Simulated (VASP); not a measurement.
# MoS2 (P6_3/mmc) in VASP: single point with PBE

Aim: the single point of MoS2 with PBE.

All numbers are computed with VASP 6.6.1; they aren't measurements. Logs are shortened: lines on timing, memory, paths and dates and some standing lists are left out, and cuts for length are marked.

## Step 1: The cell of the first run

The structure is hexagonal, space group P6_3/mmc (No. 194). The conventional cell has a = 3.173 Å, b = 3.173 Å, c = 12.436 Å, α = 90.00°, β = 90.00°, γ = 120.00°. Within 3.2 Å of Mo (site symmetry -6m2) lie 6 S at 2.40 Å and 6 Mo at 3.17 Å. Within 3.2 Å of S (site symmetry 3m) lie 3 Mo at 2.40 Å and 7 S at 3.11 to 3.17 Å.

## Step 2: Single point, PBE, non-collinear spin, zero start, spin-orbit coupling

INCAR

```
SYSTEM = MoS2
ALGO = Normal ; EDIFF = 1E-6
ENCUT = 520 ; GGA = PE
GGA_COMPAT = .False. ; ISIF = 2
ISMEAR = -1 ; LASPH = .True.
LCHARG = .False. ; LMAXMIX = 4
LORBIT = 11 ; LORBMOM = .True.
LREAL = .False. ; LSORBIT = .True.
LWAVE = .False. ; MAGMOM = 0 0 0 0 0 0 0 0 0 0 0 0 0 0 0 0 0 0
NBANDS = 68 ; NELM = 150
PREC = Accurate ; SIGMA = 0.02
```

KPOINTS

```
k-points
0
Gamma
  12 12 2
  0 0 0
```

POSCAR

```
MoS2
1.0
    3.1730194928      0.0000000000      0.0000000000
   -1.5865097464      2.7479154875      0.0000000000
    0.0000000000      0.0000000000     12.4359059508
Mo S
2 4
Direct
    0.3333333333      0.6666666667      0.2500000000
    0.6666666667      0.3333333333      0.7500000000
    0.3333333333      0.6666666667      0.6249005412
    0.6666666667      0.3333333333      0.1249005412
    0.3333333333      0.6666666667      0.8750994588
    0.6666666667      0.3333333333      0.3750994588
```

Potentials or basis: VASP PAW PBE potentials, release 64 (Mo_sv, S).

On the command line:

```bash
$ cat potpaw_PBE.64/Mo_sv/POTCAR potpaw_PBE.64/S/POTCAR > POTCAR
$ mpirun -np 1 vasp_ncl > vasp.out
```

OUTCAR:

```text
SYSTEM = MoS2
   EDIFF = 1E-6
   ENCUT = 520
   GGA = PE
   ISIF = 2
   ISMEAR = -1
   LASPH = .True.
   LORBIT = 11
   LREAL = .False.
   LSORBIT = .True.
   NELM = 150
   PREC = Accurate

 ion  position               nearest neighbor table
   1  0.333  0.667  0.250-   4 2.40   6 2.40   4 2.40   6 2.40   4 2.40   6 2.40
   2  0.667  0.333  0.750-   3 2.40   5 2.40   3 2.40   5 2.40   3 2.40   5 2.40
   3  0.333  0.667  0.625-   2 2.40   2 2.40   2 2.40
   4  0.667  0.333  0.125-   1 2.40   1 2.40   1 2.40
   5  0.333  0.667  0.875-   2 2.40   2 2.40   2 2.40
   6  0.667  0.333  0.375-   1 2.40   1 2.40   1 2.40

  LATTYP: Found a hexagonal cell.
 ALAT       =     3.1730194928
 C/A-ratio  =     3.9192655384

  Lattice vectors:

 A1 = (   3.1730194928,   0.0000000000,   0.0000000000)
 A2 = (  -1.5865097464,   2.7479154875,   0.0000000000)
 A3 = (   0.0000000000,   0.0000000000,  12.4359059508)

Analysis of symmetry for initial positions (statically):
=====================================================================
 Subroutine PRICEL returns:
 Original cell was already a primitive cell.

 Routine SETGRP: Setting up the symmetry group for a
 hexagonal supercell.

 Subroutine GETGRP returns: Found 24 space group operations
 (whereof 12 operations were pure point group operations)
 out of a pool of 24 trial point group operations.

The static configuration has the point symmetry D_3d.
 The point group associated with its full space group is D_6h.

Analysis of symmetry for dynamics (positions and initial velocities):
=====================================================================
 Subroutine PRICEL returns:
 Original cell was already a primitive cell.

 Routine SETGRP: Setting up the symmetry group for a
 hexagonal supercell.

 Subroutine GETGRP returns: Found 24 space group operations
 (whereof 12 operations were pure point group operations)
 out of a pool of 24 trial point group operations.

The dynamic configuration has the point symmetry D_3d.
 The point group associated with its full space group is D_6h.

Analysis of structural, dynamic, and magnetic symmetry:
=====================================================================
 Subroutine PRICEL returns:
 Original cell was already a primitive cell.

 Routine SETGRP: Setting up the symmetry group for a
 hexagonal supercell.

 Subroutine GETGRP returns: Found 24 space group operations
 (whereof 12 operations were pure point group operations)
 out of a pool of 24 trial point group operations.

The overall configuration has the point symmetry D_3d.
[... 1820 lines left out ...]
  1         0.000  -0.000  -0.000
  2         0.000   0.000   0.000
  3         0.000   0.000   0.000
  4        -0.000   0.000  -0.000
  5        -0.000   0.000  -0.000
  6         0.000   0.000   0.000
 ----------------------------------------
            0.000   0.000   0.000

 orbital moment (y)

 # of ion     p       d       tot
 ----------------------------------------
  1        -0.000  -0.000  -0.000
  2        -0.000  -0.000  -0.000
  3         0.000   0.000   0.000
  4         0.000   0.000   0.000
  5         0.000   0.000   0.000
  6        -0.000   0.000  -0.000
 ----------------------------------------
            0.000  -0.000   0.000

 orbital moment (z)

 # of ion     p       d       tot
 ----------------------------------------
  1         0.000   0.000   0.000
  2         0.000   0.000   0.000
  3         0.000   0.000   0.000
  4         0.000   0.000   0.000
  5         0.000   0.000   0.000
  6         0.000   0.000   0.000
 ----------------------------------------
            0.000   0.000   0.000

 Spin-Orbit-Coupling matrix elements

 Ion:    1  E_soc:     -0.1919375
 l=   1
     0.0000000    -0.0294223    -0.0294539
    -0.0294223     0.0000000    -0.0294223
    -0.0294539    -0.0294223     0.0000000
 l=   2
     0.0000000    -0.0004838     0.0000000    -0.0004838    -0.0021570
    -0.0004838     0.0000000    -0.0015858    -0.0004065    -0.0004838
     0.0000000    -0.0015858     0.0000000    -0.0015858     0.0000000
    -0.0004838    -0.0004065    -0.0015858     0.0000000    -0.0004838
    -0.0021570    -0.0004838     0.0000000    -0.0004838     0.0000000
 l=   3
     0.0000000     0.0000000     0.0000000     0.0000000     0.0000000     0.0000000     0.0000000
     0.0000000     0.0000000     0.0000000     0.0000000     0.0000000     0.0000000     0.0000000
     0.0000000     0.0000000     0.0000000     0.0000000     0.0000000     0.0000000     0.0000000
     0.0000000     0.0000000     0.0000000     0.0000000     0.0000000     0.0000000     0.0000000
[... 89 lines left out ...]
 l=   2
     0.0000000     0.0000000     0.0000000     0.0000000     0.0000000
     0.0000000     0.0000000     0.0000000     0.0000000     0.0000000
     0.0000000     0.0000000     0.0000000     0.0000000     0.0000000
     0.0000000     0.0000000     0.0000000     0.0000000     0.0000000
     0.0000000     0.0000000     0.0000000     0.0000000     0.0000000
 l=   3
     0.0000000     0.0000000     0.0000000     0.0000000     0.0000000     0.0000000     0.0000000
     0.0000000     0.0000000     0.0000000     0.0000000     0.0000000     0.0000000     0.0000000
     0.0000000     0.0000000     0.0000000     0.0000000     0.0000000     0.0000000     0.0000000
     0.0000000     0.0000000     0.0000000     0.0000000     0.0000000     0.0000000     0.0000000
     0.0000000     0.0000000     0.0000000     0.0000000     0.0000000     0.0000000     0.0000000
     0.0000000     0.0000000     0.0000000     0.0000000     0.0000000     0.0000000     0.0000000
     0.0000000     0.0000000     0.0000000     0.0000000     0.0000000     0.0000000     0.0000000

 total charge

# of ion       s       p       d       tot
------------------------------------------
    1        2.292   6.223   3.951  12.466
    2        2.292   6.223   3.951  12.466
    3        1.364   2.342   0.000   3.706
    4        1.364   2.342   0.000   3.706
    5        1.364   2.342   0.000   3.706
    6        1.364   2.342   0.000   3.706
--------------------------------------------------
tot         10.041  21.813   7.902  39.756

 magnetization (x)

# of ion       s       p       d       tot
------------------------------------------
    1        0.000   0.000   0.000   0.000
    2        0.000  -0.000   0.000   0.000
    3       -0.000   0.000   0.000   0.000
    4        0.000   0.000   0.000   0.000
    5        0.000   0.000   0.000   0.000
    6       -0.000  -0.000   0.000  -0.000
--------------------------------------------------
tot          0.000  -0.000   0.000  -0.000

 magnetization (y)

# of ion       s       p       d       tot
------------------------------------------
    1       -0.000  -0.000   0.000  -0.000
    2        0.000   0.000   0.000   0.000
    3        0.000   0.000   0.000   0.000
    4        0.000   0.000   0.000   0.000
    5        0.000   0.000   0.000   0.000
    6        0.000   0.000   0.000   0.000
--------------------------------------------------
tot         -0.000  -0.000   0.000  -0.000

 magnetization (z)

# of ion       s       p       d       tot
------------------------------------------
    1        0.000   0.000   0.000   0.000
    2        0.000   0.000   0.000   0.000
    3        0.000   0.000   0.000   0.000
    4        0.000   0.000   0.000   0.000
    5        0.000   0.000   0.000   0.000
    6        0.000   0.000   0.000   0.000
--------------------------------------------------
tot          0.000   0.000   0.000   0.000
```

It took 10 min on 1 thread of Oxide Virtual Turin-like, shared host; peak memory 0.63 GiB.

Results:

```
Free energy                                           : -43.8294 eV
Pressure                                              : 2.3 GPa
Largest force                                         : 0.100 eV/Å
Net moment                                            : 0.00 μB per cell
Valence electrons inside the program's atomic spheres : Mo 12.47; S 3.71
```

Forces in eV/Å, atoms in the order of the input:
```
Mo   0.000  0.000  0.000
Mo   0.000  0.000  0.000
S    0.000  0.000 -0.100
S    0.000  0.000 -0.100
S    0.000  0.000  0.100
S    0.000  0.000  0.100
```

Moments on the atoms (μB; x, y, z):
```
Mo  0.00 0.00 0.00
Mo  0.00 0.00 0.00
S   0.00 0.00 0.00
S   0.00 0.00 0.00
S   0.00 0.00 0.00
S   0.00 0.00 0.00
```

Caveat: this functional lacks dispersion, which binds the layers, so the pressure and a relaxed spacing across them are unreliable.
